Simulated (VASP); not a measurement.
Input of a VASP 6.6.1 run:

File INCAR:

```
SYSTEM = TaN
PREC     = Accurate       ! precision mode
ENCUT    = 520            ! plane-wave cutoff, eV
EDIFF    = 1E-7           ! SCF threshold, eV
ISMEAR   = 0              ! smearing method
SIGMA    = 0.15           ! smearing width, eV
LREAL    = .False.        ! projectors in reciprocal space
LASPH    = .True.         ! aspherical terms in the spheres
NELM     = 60             ! most SCF steps
ALGO     = Normal         ! electronic algorithm
ISIF     = 2              ! what is computed and relaxed
LWAVE    = .False.        ! write WAVECAR
LCHARG   = .False.        ! write CHGCAR
GGA      = PE             ! functional
NBANDS   = 24             ! bands
```

KPOINTS

```
Automatic mesh
0
Gamma
  15 15 8
  0 0 0
```

Contents of POSCAR:

```
TaN
1.0
    2.9168996769      0.0000000000      0.0000000000
   -1.4584498385      2.5261092205      0.0000000000
    0.0000000000      0.0000000000      5.9142266377
Ta N
2 2
Direct
   -0.0468314154     -0.0593798553      0.0000000000
    0.0468314154      0.0593798553      0.5000000000
    0.3333333333      0.6666666667      0.2500000000
    0.6666666667      0.3333333333      0.7500000000
```

Potentials or basis: VASP PAW PBE potentials, release 64 (Ta_pv, N).

Launch:

```sh
$ cat potpaw_PBE.64/Ta_pv/POTCAR potpaw_PBE.64/N/POTCAR > POTCAR
$ mpirun -np 1 vasp_std > vasp.out
```

Problem. Predict the pressure.

Solution. 4.5 GPa.

Problem. Predict the band gap on the k mesh.

Solution. Zero (bands 16 and 17 overlap by 0.74 eV).

Stress tensor (GPa, compression positive):
```
2.65 0.60 0.00
0.60 4.22 0.00
0.00 0.00 6.74
```

Caveat: the cell differs from its parent crystal (atoms displaced along several vibrational modes); the cell stands under pressure; spin-orbit coupling is left out, which moves the levels of the heavy elements; forces of over 1 eV/Å act on the atoms, so gaps and moduli don't describe the material at rest.
